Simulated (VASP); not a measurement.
Ti2B2Os: single point with PBE

The system is Ti2B2Os.

```
Ti B Os
1.0
     4.13960    0.00000    0.00000
     0.00000    4.13960    0.00000
     0.00000    0.00000    5.44772
Ti B Os
2 2 1
Direct
  0.00000 0.50000 0.50000
  0.50000 0.00000 0.50000
  0.00000 0.00000 0.35462
  0.00000 0.00000 0.64538
  0.00000 0.00000 0.00000
```

| Quantity | Value |
| --- | --- |
| Program | VASP 6.6.1 |
| Task | single point |
| Functional | PBE |
| Potentials or basis | VASP PAW PBE potentials, release 64 (Ti_sv, B, Os) |
| Cutoff | 520 eV |
| k mesh | 6 × 6 × 4 |
| Occupations | gaussian, width 0.1 eV |
| Spin | no spin polarisation |
| Dipole correction | no |
| Further INCAR settings | ALGO = Normal; EDIFF = 1e-06; NBANDS = 27 |

The pressure is 0.0 GPa, the largest force is 0.114 eV/Å and the band gap on the k mesh is zero (band 19 reaches 4.07 eV, above the bottom of band 20 at 3.23 eV).

Forces in eV/Å, atoms in the order of the input:
```
Ti   0.000  0.000  0.000
Ti   0.000  0.000  0.000
B    0.000  0.000  0.114
B    0.000  0.000 -0.114
Os   0.000  0.000  0.000
```

Stress tensor (GPa, compression positive):
```
-0.25  0.00  0.00
 0.00 -0.25  0.00
 0.00  0.00  0.46
```

Levels at points of the mesh, in eV from the Fermi level:
```tsv
k point	band 15	band 16	band 17	band 18	band 19	band 20	band 21	band 22	band 23	band 24
(0.00, 0.00, 0.00)	-1.37	-1.25	-1.25	-1.21	-1.13	0.05	0.91	0.91	1.83	1.83
(0.50, 0.00, 0.00)	-2.23	-1.65	-0.64	-0.52	0.24	0.35	0.55	1.02	1.19	1.19
(0.50, 0.50, 0.00)	-2.49	-1.09	-0.22	0.13	0.33	0.33	0.74	0.74	0.74	1.65
(0.00, 0.00, 0.50)	-1.51	-1.51	-1.16	-1.03	-0.98	-0.08	1.66	1.66	1.68	1.73
(0.50, 0.00, 0.50)	-1.07	-1.07	-0.62	-0.47	-0.46	-0.18	0.20	0.33	1.37	1.40
(0.50, 0.50, 0.50)	-0.96	-0.52	0.04	0.06	0.51	0.51	0.52	0.72	0.72	1.20
```

Run time: 33 s on 1 thread of Intel(R) Xeon(R) 6975P-C (Granite Rapids), with other jobs on the host, peak memory 0.24 GiB.

Caveat: spin-orbit coupling is left out, which moves the levels of the heavy elements.
